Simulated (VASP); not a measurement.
# CoO (I4/mmm) in VASP: a series of runs

The runs below take CoO through single point, with PBEsol+U.

Everything below comes from runs of VASP 6.6.1. Logs are shortened: lines on timing, memory, paths and dates and some standing lists are left out, and cuts for length are marked.

### Step 1. The cell of the first run

Symmetry: I4/mmm, No. 139, tetragonal system. The conventional cell has a = 3.016 Å, b = 3.016 Å, c = 4.215 Å, α = 90.00°, β = 90.00°, γ = 90.00°. Co (site symmetry 4/mmm) has 6 O at 2.11 to 2.13 Å within 2.8 Å. Within 2.8 Å of O (site symmetry 4/mmm) lie 6 Co at 2.11 to 2.13 Å.

### Step 2. Single point, PBEsol+U, collinear spin, ferromagnetic start

INCAR

```
PREC = Accurate ; ENCUT = 520
EDIFF = 1E-7 ; ISMEAR = 0
SIGMA = 0.05 ; LREAL = F
LASPH = T ; NELM = 150
ALGO = Normal ; ISIF = 2
LWAVE = F ; LCHARG = F
ISPIN = 2 ; MAGMOM = 3 0
LORBIT = 11 ; LMAXMIX = 4
LDAU = T ; LDAUTYPE = 1
LDAUL = 2 -1 ; LDAUU = 4 0
LDAUJ = 0.5 0 ; LDAUPRINT = 1
GGA = PS ; NBANDS = 18
```

KPOINTS

```
Automatic mesh
0
Gamma
  9 9 9
```

POSCAR

```
CoO
1.0
   -1.5080004400      1.5080004400      2.1072503600
    1.5080004400     -1.5080004400      2.1072503600
    1.5080004400      1.5080004400     -2.1072503600
Co O
1 1
Direct
    0.0000000000      0.0000000000      0.0000000000
    0.5000000000      0.5000000000      0.0000000000
```

Potentials or basis: VASP PAW PBE potentials, release 64 (Co, O).

Command:

```console
> cat potpaw_PBE.64/Co/POTCAR potpaw_PBE.64/O/POTCAR > POTCAR
> mpirun -np 1 vasp_std > vasp.out
```

OUTCAR:

```text
PREC = Accurate
   ENCUT = 520
   EDIFF = 1E-7
   ISMEAR = 0
   LREAL = F
   LASPH = T
   NELM = 150
   ISIF = 2
   ISPIN = 2
   LORBIT = 11
   GGA = PS

 ion  position               nearest neighbor table
   1  0.000  0.000  0.000-   2 2.11   2 2.11   2 2.13   2 2.13   2 2.13   2 2.13
   2  0.500  0.500  0.000-   1 2.11   1 2.11   1 2.13   1 2.13   1 2.13   1 2.13

  LATTYP: Found a body centered tetragonal cell.
 ALAT       =     3.0160008800
 C/A-ratio  =     1.3973804676

  Lattice vectors:

 A1 = (  -1.5080004400,   1.5080004400,   2.1072503600)
 A2 = (   1.5080004400,  -1.5080004400,   2.1072503600)
 A3 = (   1.5080004400,   1.5080004400,  -2.1072503600)

Analysis of symmetry for initial positions (statically):
=====================================================================
 Subroutine PRICEL returns:
 Original cell was already a primitive cell.

 Routine SETGRP: Setting up the symmetry group for a
 body centered tetragonal supercell.

 Subroutine GETGRP returns: Found 16 space group operations
 (whereof 16 operations were pure point group operations)
 out of a pool of 16 trial point group operations.

The static configuration has the point symmetry D_4h.

Analysis of symmetry for dynamics (positions and initial velocities):
=====================================================================
 Subroutine PRICEL returns:
 Original cell was already a primitive cell.

 Routine SETGRP: Setting up the symmetry group for a
 body centered tetragonal supercell.

 Subroutine GETGRP returns: Found 16 space group operations
 (whereof 16 operations were pure point group operations)
 out of a pool of 16 trial point group operations.

The dynamic configuration has the point symmetry D_4h.

Analysis of structural, dynamic, and magnetic symmetry:
=====================================================================
 Subroutine PRICEL returns:
 Original cell was already a primitive cell.

 Routine SETGRP: Setting up the symmetry group for a
 body centered tetragonal supercell.

 Subroutine GETGRP returns: Found 16 space group operations
 (whereof 16 operations were pure point group operations)
 out of a pool of 16 trial point group operations.

The overall configuration has the point symmetry D_4h.

 Subroutine INISYM returns: Found 16 space group operations
 (whereof 16 operations are pure point group operations),
 and found     1 'primitive' translations

----------------------------------------------------------------------------------------

                                     Primitive cell

  volume of cell :      19.1681

  direct lattice vectors                    reciprocal lattice vectors
    -1.508000440  1.508000440  2.107250360     0.000000000  0.331564890  0.237276030
     1.508000440 -1.508000440  2.107250360     0.331564890  0.000000000  0.237276030
     1.508000440  1.508000440 -2.107250360     0.331564890  0.331564890  0.000000000

  length of vectors
     2.998105191  2.998105191  2.998105191     0.407719500  0.407719500  0.468903564

  position of ions in fractional coordinates (direct lattice)
     0.000000000  0.000000000  0.000000000
     0.500000000  0.500000000  0.000000000

  ion indices of the primitive-cell ions
   primitive index   ion index
                 1           1
                 2           2

----------------------------------------------------------------------------------------

 KPOINTS: Automatic mesh

Automatic generation of k-mesh.
[... 59 lines left out ...]
   ICHARG =      2    charge: 1-file 2-atom 10-const
   ISPIN  =      2    spin polarized calculation?
   LNONCOLLINEAR =      F non collinear calculations
   LSORBIT =      F    spin-orbit coupling
   LASPH  =      T    aspherical Exc in radial PAW
   ENCUT  =  520.0 eV  38.22 Ry    6.18 a.u.   5.57  5.57  5.57*2*pi/ulx,y,z
   NELM   =    150;   NELMIN=  2; NELMDL= -5     # of ELM steps
   EDIFF  = 0.1E-06   stopping-criterion for ELM
   LREAL  =      F    real-space projection
   EDIFFG = 0.1E-05   stopping-criterion for IOM
   NSW    =      0    number of steps for IOM
   IBRION =     -1    ionic relax: 0-MD 1-quasi-New 2-CG
   NFREE  =      0    steps in history (QN), initial steepest desc. (CG)
   ISIF   =      2    stress and relaxation
   ISYM   =      2    0-nonsym 1-usesym 2-fastsym
   POTIM  = 0.5000    time-step for ionic-motion
   TEBEG  =    0.0;   TEEND  =   0.0 temperature during run
   PSTRESS=    0.0 pullay stress
   NELECT =      15.0000    total number of electrons
   NUPDOWN=      -1.0000    fix difference up-down
   EMIN   =  10.00;   EMAX   =-10.00  energy-range for DOS
   EFERMI =   0.00;   METHOD = LEGACY
   ISMEAR =     0;   SIGMA  =   0.05  broadening in eV -4-tet -1-fermi 0-gaus
   EFERMI_NEDOS =   21; number of points for ismear=-14 and -15
   IALGO  =     38    algorithm
   IMIX   =      4    mixing-type and parameters
     AMIX     =   0.40;   BMIX     =  1.00
     AMIX_MAG =   1.60;   BMIX_MAG =  1.00
  volume/ion in A,a.u.               =       9.58        64.68
  Fermi-wavevector in a.u.,A,eV,Ry     =   1.508617  2.850872 30.965828  2.275924
  Thomas-Fermi vector in A             =   2.619047
   LORBIT       =     11    0 simple, 1 ext, 2 COOP (PROOUT), +10 PAW based schemes
 LDA+U is selected, type is set to LDAUTYPE =  1
   angular momentum for each species LDAUL =     2   -1
   U (eV)           for each species LDAUU =   4.0  0.0
   J (eV)           for each species LDAUJ =   0.5  0.0
   GGA     = PS    functional components
   LHFCALC =     F    Hartree Fock is set to
   AEXX    =    0.0000 exact exchange contribution
   IVDW    =     0    specifies the selected vdW correction
   LEPSILON=     F    determine dielectric tensor
   LRPA    =     F    only Hartree local field effects (RPA)
 spin polarized calculation
 Gauss-broadening in eV      SIGMA  =   0.05
  energy-cutoff  :      520.00
  volume of cell :       19.17
 maximum number of plane-waves:       533
   NGX = 11   NGY = 11   NGZ = 11

atom =   1  type =  1  l = 2

 onsite density matrix

spin component  1

  1.0128 -0.0000 -0.0000 -0.0000 -0.0000
 -0.0000  0.9696  0.0000 -0.0000 -0.0000
 -0.0000  0.0000  1.0182  0.0000 -0.0000
 -0.0000 -0.0000  0.0000  0.9696  0.0000
 -0.0000 -0.0000 -0.0000  0.0000  0.9643

spin component  2

  0.1206 -0.0000  0.0000 -0.0000 -0.0000
 -0.0000  0.4941  0.0000  0.0000  0.0000
  0.0000  0.0000  0.1562  0.0000  0.0000
 -0.0000  0.0000  0.0000  0.4941  0.0000
 -0.0000  0.0000  0.0000  0.0000  0.9584

 occupancies and eigenvectors

  o =  0.1206  v =  0.0000  0.0000  0.0000  0.0000  0.0000  1.0000  0.0000  0.0000  0.0000  0.0000      0.0000  0.0000  0.0000  0.0000  0.0000  0.0000  0.0000  0.0000  0.0000  0.0000
  o =  0.1562  v =  0.0000  0.0000  0.0000  0.0000  0.0000  0.0000  0.0000 -1.0000 -0.0000  0.0000      0.0000  0.0000  0.0000  0.0000  0.0000  0.0000  0.0000  0.0000  0.0000  0.0000
  o =  0.4941  v =  0.0000  0.0000  0.0000  0.0000  0.0000  0.0000  0.9826  0.0000 -0.1857  0.0000      0.0000  0.0000  0.0000  0.0000  0.0000  0.0000  0.0000  0.0000  0.0000  0.0000
  o =  0.4941  v =  0.0000  0.0000  0.0000  0.0000  0.0000  0.0000 -0.1857  0.0000 -0.9826  0.0000      0.0000  0.0000  0.0000  0.0000  0.0000  0.0000  0.0000  0.0000  0.0000  0.0000
  o =  0.9584  v =  0.0000  0.0000  0.0000  0.0000  0.0000  0.0000 -0.0000 -0.0000 -0.0000 -1.0000      0.0000  0.0000  0.0000  0.0000  0.0000  0.0000  0.0000  0.0000  0.0000  0.0000
  o =  0.9643  v =  0.0000  0.0000  0.0000 -0.0000  1.0000  0.0000  0.0000  0.0000  0.0000  0.0000      0.0000  0.0000  0.0000  0.0000  0.0000  0.0000  0.0000  0.0000  0.0000  0.0000
  o =  0.9696  v =  0.0000 -0.2608  0.0000 -0.9654 -0.0000  0.0000  0.0000  0.0000  0.0000  0.0000      0.0000  0.0000  0.0000  0.0000  0.0000  0.0000  0.0000  0.0000  0.0000  0.0000
  o =  0.9696  v =  0.0000  0.9654  0.0000 -0.2608 -0.0000  0.0000  0.0000  0.0000  0.0000  0.0000      0.0000  0.0000  0.0000  0.0000  0.0000  0.0000  0.0000  0.0000  0.0000  0.0000
  o =  1.0128  v =  1.0000  0.0000  0.0000  0.0000  0.0000  0.0000  0.0000  0.0000  0.0000  0.0000      0.0000  0.0000  0.0000  0.0000  0.0000  0.0000  0.0000  0.0000  0.0000  0.0000
  o =  1.0182  v =  0.0000 -0.0000  1.0000  0.0000 -0.0000  0.0000  0.0000  0.0000  0.0000  0.0000      0.0000  0.0000  0.0000  0.0000  0.0000  0.0000  0.0000  0.0000  0.0000  0.0000

 number of electron      15.0000006 magnetization       2.9999802

 Free energy of the ion-electron system (eV)
  ---------------------------------------------------
  ext. energy  EPLUGINS =         0.00000000
  ---------------------------------------------------
  free energy    TOTEN  =       -12.35992083 eV

  energy without entropy =      -12.35709265  energy(sigma->0) =      -12.35850674

 E-fermi :   7.6508     XC(G=0): -12.6866

 val. band max:        7.6445652276   @ k =  -0.1111   0.4444   0.1111
 cond. band min:       7.6545184968   @ k =   0.4444   0.1111  -0.0000
 fundamental gap:      0.0099532693
 Fermi energy:         7.6508232875

 spin component 1

 k-point     1 :       0.0000    0.0000    0.0000
  band No.  band energies     occupation
      1     -12.1339      1.00000
      2       2.1285      1.00000
      3       2.6786      1.00000
      4       2.6786      1.00000
      5       2.7194      1.00000
      6       3.9151      1.00000
[... 1001 lines left out ...]
     17      38.4957      0.00000
     18      40.9146      0.00000

 [... further k-points ...]
[... 5 lines left out ...]
  --------------------------------------------------------------------------------------
  -------------------------------------------------------------------------------------
  Total       -0.6787199     -0.6787199     -1.8024855      0.0000000     -0.0000000      0.0000000
  in kB      -56.7312175    -56.7312175   -150.6618546      0.0000000     -0.0000000      0.0000000
  external PRESSURE =     -88.0414299 kB  Pullay stress =       0.0000000 kB

 VOLUME and BASIS-vectors are now :
 -----------------------------------------------------------------------------
  energy-cutoff  :      520.00
  volume of cell :       19.17
      direct lattice vectors                 reciprocal lattice vectors
    -1.508000440  1.508000440  2.107250360     0.000000000  0.331564890  0.237276030
     1.508000440 -1.508000440  2.107250360     0.331564890  0.000000000  0.237276030
     1.508000440  1.508000440 -2.107250360     0.331564890  0.331564890  0.000000000

 POSITION                                       TOTAL-FORCE (eV/Angst)
 -----------------------------------------------------------------------------------
      0.00000      0.00000      0.00000         0.000000     -0.000000      0.000000
      0.00000      0.00000      2.10725        -0.000000      0.000000      0.000000
 -----------------------------------------------------------------------------------
    total drift:                               -0.000000      0.000000     -0.000000

  FREE ENERGIE OF THE ION-ELECTRON SYSTEM (eV)
  ---------------------------------------------------
  free  energy   TOTEN  =       -12.3599208321 eV

  energy  without entropy=      -12.3570926525  energy(sigma->0) =      -12.35850674

 total charge

# of ion       s       p       d       tot
------------------------------------------
    1        0.306   0.376   7.133   7.816
    2        1.546   3.435   0.000   4.981
--------------------------------------------------
tot          1.852   3.812   7.133  12.797

 magnetization (x)

# of ion       s       p       d       tot
------------------------------------------
    1        0.020   0.018   2.710   2.747
    2        0.023   0.215   0.000   0.238
--------------------------------------------------
tot          0.043   0.233   2.710   2.985
```

It took 89 s on 1 thread of Intel Xeon 8259CL, shared host; peak memory 0.18 GiB.

What came out:

* Free energy: -12.3599 eV
* Pressure: -8.8 GPa
* Band gap on the k mesh: zero (filled and empty bands overlap)
* Net moment: 3.00 μB per cell
* Site moments: Co +2.75; O +0.24 μB
* Valence electrons inside the program's atomic spheres: Co 7.82; O 4.98

Levels at points of the mesh, in eV from the Fermi level:
Spin up:
```csv
k point,band 7,band 8,band 9,band 10,band 11,band 12
"(0.00, 0.00, 0.00)",-2.80,-2.65,-2.65,1.25,16.92,17.11
```
Spin down:
| k point | band 3 | band 4 | band 5 | band 6 | band 7 | band 8 | band 9 | band 10 |
| --- | --- | --- | --- | --- | --- | --- | --- | --- |
| (0.00, 0.00, 0.00) | -2.29 | -2.18 | -2.18 | -1.06 | -1.06 | 0.97 | 1.79 | 1.91 |

Eigenvalues of the final occupation matrices:
```
    site  spin  trace               eigenvalues
site 1 d     1   4.93  0.96 0.97 0.97 1.01 1.02
site 1 d     2   2.22  0.12 0.16 0.49 0.49 0.96
```

Caveat: the PAW data sets were made with another functional, which shifts forces and pressure a little; a cell with one magnetic atom can't hold antiferromagnetic order, which such compounds often take. The state reached can hang on the start; a lower one may exist.

### Step 3. Single point, PBEsol+U, collinear spin, ferromagnetic start

INCAR

```
ALGO = Normal ; EDIFF = 1E-7
ENCUT = 520 ; GGA = PS
ISIF = 2 ; ISMEAR = 0
ISPIN = 2 ; LASPH = T
LCHARG = F ; LDAU = T
LDAUJ = 0.5 0 ; LDAUL = 2 -1
LDAUPRINT = 1 ; LDAUTYPE = 1
LDAUU = 4 0 ; LMAXMIX = 4
LORBIT = 11 ; LREAL = F
LWAVE = F ; MAGMOM = 2.85 0.25
NBANDS = 18 ; NELM = 150
PREC = Accurate ; SIGMA = 0.05
```

KPOINTS

```
k-points
0
Gamma
  9 9 9
```

POSCAR is that of step 2.

Potentials or basis: VASP PAW PBE potentials, release 64 (Co, O).

Command:

```console
> cat potpaw_PBE.64/Co/POTCAR potpaw_PBE.64/O/POTCAR > POTCAR
> mpirun -np 1 vasp_std > vasp.out
```

Wall time 87 s (1 thread of Intel Xeon 8259CL, shared host); peak memory 0.17 GiB.

Results (log left out):

```
Free energy                                           : -12.3599 eV
Pressure                                              : -8.8 GPa
Band gap on the k mesh                                : zero (filled and empty bands overlap)
Net moment                                            : 3.00 μB per cell
Site moments                                          : Co +2.75; O +0.24 μB
Valence electrons inside the program's atomic spheres : Co 7.82; O 4.98
```

Stress tensor (GPa, compression positive):
```
 -5.67   0.00   0.00
  0.00  -5.67   0.00
  0.00   0.00 -15.07
```

Levels at points of the mesh, in eV from the Fermi level:
Spin up:
| k point | band 7 | band 8 | band 9 | band 10 | band 11 | band 12 |
| --- | --- | --- | --- | --- | --- | --- |
| (0.00, 0.00, 0.00) | -2.80 | -2.65 | -2.65 | 1.25 | 16.92 | 17.11 |
Spin down:
```tsv
k point	band 2	band 3	band 4	band 5	band 6	band 7	band 8	band 9	band 10	band 11
(0.00, 0.00, 0.00)	-2.52	-2.29	-2.18	-2.18	-1.06	-1.06	0.97	1.79	1.91	16.83
```

Eigenvalues of the final occupation matrices:
```
    site  spin  trace               eigenvalues
site 1 d     1   4.93  0.96 0.97 0.97 1.01 1.02
site 1 d     2   2.22  0.12 0.16 0.49 0.49 0.96
```

Caveat: the PAW data sets were made with another functional, which shifts forces and pressure a little; a cell with one magnetic atom can't hold antiferromagnetic order, which such compounds often take. The state reached can hang on the start; a lower one may exist.
